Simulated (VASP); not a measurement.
# Al (P-3m1) in VASP: further runs

Runs on Al. Level: LDA. Tasks: single point.

All numbers are computed with VASP 6.6.1; they aren't measurements. Logs are shortened: lines on timing, memory, paths and dates and some standing lists are left out, and cuts for length are marked.

### Step 1. The cell of the first run

It takes space group P-3m1 (No. 164, trigonal). Conventional cell: a = 2.862 Å, b = 2.862 Å, c = 18.523 Å, α = 90.00°, β = 90.00°, γ = 120.00°. Within 3.8 Å of Al (site symmetry 3m) lie 9 Al at 2.86 Å. Within 3.8 Å of Al (site symmetry 3m) lie 12 Al at 2.86 Å. Al (site symmetry 3m) has 12 Al at 2.86 Å within 3.8 Å.

### Step 2. Single point, LDA (the distance across one plane changed)

INCAR

```
SYSTEM = Al
PREC = Accurate
ENCUT = 520
EDIFF = 1E-6
ISMEAR = 0
SIGMA = 0.15
LREAL = .FALSE.
LASPH = .TRUE.
NELM = 60
ALGO = Fast
ISIF = 2
LWAVE = .FALSE.
LCHARG = .FALSE.
GGA = CA
NBANDS = 18
```

KPOINTS

```
regular mesh
0
G
  19 19 4
  0 0 0
```

POSCAR

```
Al
1.0
    2.0239800000     -2.0239800000      0.0000000000
    2.0239800000      0.0000000000     -2.0239800000
   10.6939962114     10.6939962114     10.6939962114
Al
6
Direct
    0.6666666667      0.6666666667      0.0630751175
    0.0000000000      0.0000000000      0.6939524684
    0.3333333333      0.3333333333      0.1892505877
    0.6666666667      0.6666666667      0.4416015281
    0.0000000000      0.0000000000      0.3154260579
    0.3333333333      0.3333333333      0.5677769982
```

Potentials or basis: VASP PAW LDA potentials, release 64 (Al).

Run with:

```sh
$ cat potpaw_LDA.64/Al/POTCAR > POTCAR
$ mpirun -np 1 vasp_std > vasp.out
```

OUTCAR:

```text
SYSTEM = Al
   PREC = Accurate
   ENCUT = 520
   EDIFF = 1E-6
   ISMEAR = 0
   LREAL = .FALSE.
   LASPH = .TRUE.
   NELM = 60
   ISIF = 2
   GGA = CA

 ion  position               nearest neighbor table
   1  0.667  0.667  0.063-   3 2.86   3 2.86   3 2.86
   2  0.000  0.000  0.694-   6 2.86   6 2.86   6 2.86
   3  0.333  0.333  0.189-   5 2.86   1 2.86   1 2.86   5 2.86   5 2.86   1 2.86
   4  0.667  0.667  0.442-   6 2.86   6 2.86   6 2.86   5 2.86   5 2.86   5 2.86
   5  0.000  0.000  0.315-   3 2.86   4 2.86   3 2.86   3 2.86   4 2.86   4 2.86
   6  0.333  0.333  0.568-   4 2.86   4 2.86   4 2.86   2 2.86   2 2.86   2 2.86

  LATTYP: Found a hexagonal cell.
 ALAT       =     2.8623399660
 C/A-ratio  =     6.4711197811

  Lattice vectors:

 A1 = (  -2.0239800000,   0.0000000000,   2.0239800000)
 A2 = (   2.0239800000,  -2.0239800000,   0.0000000000)
 A3 = (  10.6939962114,  10.6939962114,  10.6939962114)

Analysis of symmetry for initial positions (statically):
=====================================================================
 Subroutine PRICEL returns:
 Original cell was already a primitive cell.

 Routine SETGRP: Setting up the symmetry group for a
 hexagonal supercell.

 Subroutine GETGRP returns: Found 12 space group operations
 (whereof  6 operations were pure point group operations)
 out of a pool of 24 trial point group operations.

The static configuration has the point symmetry C_3v.
 The point group associated with its full space group is D_3d.

Analysis of symmetry for dynamics (positions and initial velocities):
=====================================================================
 Subroutine PRICEL returns:
 Original cell was already a primitive cell.

 Routine SETGRP: Setting up the symmetry group for a
 hexagonal supercell.

 Subroutine GETGRP returns: Found 12 space group operations
 (whereof  6 operations were pure point group operations)
 out of a pool of 24 trial point group operations.

The dynamic configuration has the point symmetry C_3v.
 The point group associated with its full space group is D_3d.

 Subroutine INISYM returns: Found 12 space group operations
 (whereof  6 operations are pure point group operations),
 and found     1 'primitive' translations

----------------------------------------------------------------------------------------

                                     Primitive cell

  volume of cell :     131.4237

  direct lattice vectors                    reciprocal lattice vectors
     2.023980000 -2.023980000  0.000000000     0.164692009 -0.329384019  0.164692009
     2.023980000  0.000000000 -2.023980000     0.164692009  0.164692009 -0.329384019
    10.693996211 10.693996211 10.693996211     0.031170138  0.031170138  0.031170138

  length of vectors
     2.862339966  2.862339966 18.522544774     0.403411388  0.403411388  0.053988262

  position of ions in fractional coordinates (direct lattice)
     0.666666667  0.666666667  0.063075117
     0.000000000  0.000000000  0.693952468
     0.333333333  0.333333333  0.189250588
     0.666666667  0.666666667  0.441601528
     0.000000000  0.000000000  0.315426058
     0.333333333  0.333333333  0.567776998

  ion indices of the primitive-cell ions
   primitive index   ion index
                 1           1
                 2           2
                 3           3
                 4           4
                 5           5
                 6           6

----------------------------------------------------------------------------------------

 KPOINTS: regular mesh

Automatic generation of k-mesh.
 Grid dimensions read from file:
 generate k-points for:   19   19    4

 Generating k-lattice:

  Cartesian coordinates                     Fractional coordinates (reciprocal lattice)
     0.008668000 -0.017336001  0.008668000     0.052631579  0.000000000  0.000000000
     0.008668000  0.008668000 -0.017336001     0.000000000  0.052631579  0.000000000
     0.007792534  0.007792534  0.007792534     0.000000000  0.000000000  0.250000000

  Length of vectors
     0.021232178  0.021232178  0.013497065

  Shift w.r.t. Gamma in fractional coordinates (k-lattice)
     0.000000000  0.000000000  0.000000000

 Subroutine IBZKPT returns following result:
 ===========================================

 Found    150 irreducible k-points:

 Following reciprocal coordinates:
            Coordinates               Weight
  0.000000  0.000000  0.000000      1.000000
  0.052632  0.000000  0.000000      6.000000
  0.105263  0.000000  0.000000      6.000000
  0.157895  0.000000  0.000000      6.000000
  0.210526  0.000000  0.000000      6.000000
  0.263158  0.000000  0.000000      6.000000
[... 16 lines left out ...]
  0.368421  0.105263  0.000000     12.000000
  0.421053  0.105263  0.000000     12.000000
 [... further k-points ...]
   k-points           NKPTS =    150   k-points in BZ     NKDIM =    150   number of bands    NBANDS=     18
   number of dos      NEDOS =    301   number of ions     NIONS =      6
   total plane-waves  NPLWV =  80640
   dimension x,y,z NGX =    24 NGY =   24 NGZ =  140
   dimension x,y,z NGXF=    48 NGYF=   48 NGZF=  280
   ions per type =               6
   NGX,Y,Z   is equivalent  to a cutoff of  13.94, 13.94, 12.57 a.u.
   NGXF,Y,Z  is equivalent  to a cutoff of  27.88, 27.88, 25.13 a.u.
 SYSTEM =  Al
   PREC   = accura    normal or accurate (medium, high low for compatibility)
   ISTART =      0    job   : 0-new  1-cont  2-samecut
   ICHARG =      2    charge: 1-file 2-atom 10-const
   ISPIN  =      1    spin polarized calculation?
   LNONCOLLINEAR =      F non collinear calculations
   LSORBIT =      F    spin-orbit coupling
   LASPH  =      T    aspherical Exc in radial PAW
   ENCUT  =  520.0 eV  38.22 Ry    6.18 a.u.   5.32  5.32 34.44*2*pi/ulx,y,z
   NELM   =     60;   NELMIN=  2; NELMDL= -5     # of ELM steps
   EDIFF  = 0.1E-05   stopping-criterion for ELM
   LREAL  =      F    real-space projection
   EDIFFG = 0.1E-04   stopping-criterion for IOM
   NSW    =      0    number of steps for IOM
   IBRION =     -1    ionic relax: 0-MD 1-quasi-New 2-CG
   NFREE  =      0    steps in history (QN), initial steepest desc. (CG)
   ISIF   =      2    stress and relaxation
   ISYM   =      2    0-nonsym 1-usesym 2-fastsym
   POTIM  = 0.5000    time-step for ionic-motion
   TEBEG  =    0.0;   TEEND  =   0.0 temperature during run
   PSTRESS=    0.0 pullay stress
   NELECT =      18.0000    total number of electrons
   NUPDOWN=      -1.0000    fix difference up-down
   EMIN   =  10.00;   EMAX   =-10.00  energy-range for DOS
   EFERMI =   0.00;   METHOD = LEGACY
   ISMEAR =     0;   SIGMA  =   0.15  broadening in eV -4-tet -1-fermi 0-gaus
   EFERMI_NEDOS =   21; number of points for ismear=-14 and -15
   IALGO  =     68    algorithm
   IMIX   =      4    mixing-type and parameters
     AMIX     =   0.40;   BMIX     =  1.00
     AMIX_MAG =   1.60;   BMIX_MAG =  1.00
  volume/ion in A,a.u.               =      21.90       147.82
  Fermi-wavevector in a.u.,A,eV,Ry     =   0.843868  1.594679  9.688884  0.712113
  Thomas-Fermi vector in A             =   1.958805
   LORBIT       =      0    0 simple, 1 ext, 2 COOP (PROOUT), +10 PAW based schemes
   GGA     = CA    functional components
   LHFCALC =     F    Hartree Fock is set to
   AEXX    =    0.0000 exact exchange contribution
   IVDW    =     0    specifies the selected vdW correction
   LEPSILON=     F    determine dielectric tensor
   LRPA    =     F    only Hartree local field effects (RPA)
 non-spin polarized calculation
 RMM-DIIS sequential band-by-band and
 Gauss-broadening in eV      SIGMA  =   0.15
  energy-cutoff  :      520.00
  volume of cell :      131.42
 maximum number of plane-waves:      3585
 NGX is ok and might be reduce to    24
   NGX = 11   NGY = 11   NGZ = 69

 number of electron      18.0000000 magnetization

 Free energy of the ion-electron system (eV)
  ---------------------------------------------------
  ext. energy  EPLUGINS =         0.00000000
  ---------------------------------------------------
  free energy    TOTEN  =       -24.23236613 eV

  energy without entropy =      -24.19565858  energy(sigma->0) =      -24.21401235

 E-fermi :   4.8975     XC(G=0):  -8.6642

 val. band max:        4.8944955109   @ k =  -0.4737   0.1053   0.0000
 cond. band min:       4.9011028921   @ k =   0.3684   0.1053   0.2500
 fundamental gap:      0.0066073813
 Fermi energy:         4.8974769481

 k-point     1 :       0.0000    0.0000    0.0000
  band No.  band energies     occupation
      1      -5.9952      2.00000
      2      -5.5045      2.00000
      3      -4.6940      2.00000
      4      -3.5885      2.00000
      5      -2.2054      2.00000
      6      -0.5377      2.00000
[... 10 lines left out ...]
     17      15.6808      0.00000
     18      16.0296      0.00000

 k-point     2 :       0.0526    0.0000    0.0000
  band No.  band energies     occupation
      1      -5.9287      2.00000
      2      -5.4381      2.00000
      3      -4.6280      2.00000
      4      -3.5228      2.00000
      5      -2.1402      2.00000
      6      -0.4725      2.00000
[... 10 lines left out ...]
     17      15.0694      0.00000
     18      15.2165      0.00000

 k-point     3 :       0.1053    0.0000    0.0000
  band No.  band energies     occupation
      1      -5.7294      2.00000
      2      -5.2394      2.00000
      3      -4.4302      2.00000
      4      -3.3263      2.00000
      5      -1.9448      2.00000
      6      -0.2771      2.00000
[... 10 lines left out ...]
     17      13.7473      0.00000
     18      14.1804      0.00000

 k-point     4 :       0.1579    0.0000    0.0000
  band No.  band energies     occupation
      1      -5.3979      2.00000
      2      -4.9089      2.00000
      3      -4.1012      2.00000
      4      -2.9993      2.00000
      5      -1.6200      2.00000
      6       0.0474      2.00000
[... 10 lines left out ...]
     17      12.6350      0.00000
     18      12.9516      0.00000

 k-point     5 :       0.2105    0.0000    0.0000
  band No.  band energies     occupation
      1      -4.9351      2.00000
      2      -4.4474      2.00000
      3      -3.6420      2.00000
      4      -2.5429      2.00000
      5      -1.1669      2.00000
      6       0.4989      2.00000
[... 10 lines left out ...]
     17      12.2703      0.00000
     18      12.6910      0.00000

 k-point     6 :       0.2632    0.0000    0.0000
  band No.  band energies     occupation
      1      -4.3422      2.00000
      2      -3.8564      2.00000
      3      -3.0538      2.00000
      4      -1.9587      2.00000
      5      -0.5875      2.00000
      6       1.0738      2.00000
[... 10 lines left out ...]
     17      11.5519      0.00000
     18      11.7035      0.00000

 k-point     7 :       0.3158    0.0000    0.0000
  band No.  band energies     occupation
      1      -3.6211      2.00000
      2      -3.1375      2.00000
      3      -2.3386      2.00000
      4      -1.2487      2.00000
      5       0.1151      2.00000
      6       1.7630      2.00000
[... 10 lines left out ...]
     17      11.2428      0.00000
     18      11.6401      0.00000

 k-point     8 :       0.3684    0.0000    0.0000
  band No.  band energies     occupation
      1      -2.7736      2.00000
      2      -2.2927      2.00000
      3      -1.4986      2.00000
      4      -0.4161      2.00000
      5       0.9336      2.00000
      6       2.5133      2.00000
[... 10 lines left out ...]
     17      10.6615      0.00000
     18      10.9114      0.00000
[... 229 lines left out ...]
     17       9.4566      0.00000
     18       9.9903      0.00000

 k-point    20 :       0.2105    0.1053   -0.0000
  band No.  band energies     occupation
      1      -5.1993      2.00000
      2      -4.7109      2.00000
      3      -3.9042      2.00000
      4      -2.8035      2.00000
      5      -1.4256      2.00000
      6       0.2413      2.00000
[... 10 lines left out ...]
     17      11.5588      0.00000
     18      12.3443      0.00000

 k-point    21 :       0.2632    0.1053   -0.0000
  band No.  band energies     occupation
      1      -4.7372      2.00000
      2      -4.2501      2.00000
      3      -3.4456      2.00000
      4      -2.3479      2.00000
      5      -0.9734      2.00000
      6       0.6915      2.00000
[... 10 lines left out ...]
     17      10.6546      0.00000
     18      10.8746      0.00000

 k-point    22 :       0.3158    0.1053    0.0000
  band No.  band energies     occupation
      1      -4.1452      2.00000
      2      -3.6599      2.00000
      3      -2.8583      2.00000
      4      -1.7646      2.00000
      5      -0.3951      2.00000
      6       1.2644      2.00000
[... 10 lines left out ...]
     17      10.0258      0.00000
     18      10.5945      0.00000

 k-point    23 :       0.3684    0.1053    0.0000
  band No.  band energies     occupation
      1      -3.4250      2.00000
      2      -2.9420      2.00000
      3      -2.1442      2.00000
      4      -1.0557      2.00000
      5       0.3060      2.00000
      6       1.9509      2.00000
[... 10 lines left out ...]
     17       9.6882      0.00000
     18      10.3721      0.00000

 k-point    24 :       0.4211    0.1053    0.0000
  band No.  band energies     occupation
      1      -2.5787      2.00000
      2      -2.0985      2.00000
      3      -1.3055      2.00000
      4      -0.2247      2.00000
      5       1.1223      2.00000
      6       2.6969      2.00000
[... 10 lines left out ...]
     17       9.0345      0.00000
     18       9.6396      0.00000

 [... further k-points ...]
[... 5 lines left out ...]
  --------------------------------------------------------------------------------------
  -------------------------------------------------------------------------------------
  Total       -2.8069747     -2.8069747     -2.8069747      0.6323987      0.6323987      0.6323987
  in kB      -34.2196341    -34.2196341    -34.2196341      7.7095293      7.7095293      7.7095293
  external PRESSURE =     -34.2196341 kB  Pullay stress =       0.0000000 kB

 VOLUME and BASIS-vectors are now :
 -----------------------------------------------------------------------------
  energy-cutoff  :      520.00
  volume of cell :      131.42
      direct lattice vectors                 reciprocal lattice vectors
     2.023980000 -2.023980000  0.000000000     0.164692009 -0.329384019  0.164692009
     2.023980000  0.000000000 -2.023980000     0.164692009  0.164692009 -0.329384019
    10.693996211 10.693996211 10.693996211     0.031170138  0.031170138  0.031170138

 POSITION                                       TOTAL-FORCE (eV/Angst)
 -----------------------------------------------------------------------------------
      3.37317     -0.67479     -0.67479         0.057670      0.057670      0.057670
      7.42113      7.42113      7.42113        -0.057670     -0.057670     -0.057670
      3.37317      1.34919      1.34919         0.027628      0.027628      0.027628
      7.42113      3.37317      3.37317         0.010678      0.010678      0.010678
      3.37317      3.37317      3.37317        -0.010678     -0.010678     -0.010678
      7.42113      5.39715      5.39715        -0.027628     -0.027628     -0.027628
 -----------------------------------------------------------------------------------
    total drift:                                0.000002      0.000002      0.000002

  FREE ENERGIE OF THE ION-ELECTRON SYSTEM (eV)
  ---------------------------------------------------
  free  energy   TOTEN  =       -24.2323661279 eV

  energy  without entropy=      -24.1956585803  energy(sigma->0) =      -24.21401235
```

Run time: 3.7 min. Hardware: 1 thread of AMD EPYC 9R45 (Zen 5), shared host; peak memory 0.35 GiB.

What came out:

- Free energy: -24.2324 eV
- Pressure: -3.4 GPa
- Largest force: 0.100 eV/Å
- Band gap on the k mesh: zero (bands 9 and 10 overlap by 3.38 eV)

Forces in eV/Å, atoms in the order of the input:
```
Al   0.058  0.058  0.058
Al  -0.058 -0.058 -0.058
Al   0.028  0.028  0.028
Al   0.011  0.011  0.011
Al  -0.011 -0.011 -0.011
Al  -0.028 -0.028 -0.028
```

Levels at points of the mesh, in eV from the Fermi level:
```csv
k point,band 6,band 7,band 8,band 9,band 10,band 11
"(0.00, 0.00, 0.00)",-5.44,-3.69,-1.60,0.31,2.74,3.36
"(0.00, 0.00, 0.50)",-5.45,-3.67,-1.67,0.56,2.00,4.89
```

Caveat: the cell differs from its parent crystal (the distance across one plane changed); the cell stands under tension.

(Continued in part 2 of 2.)
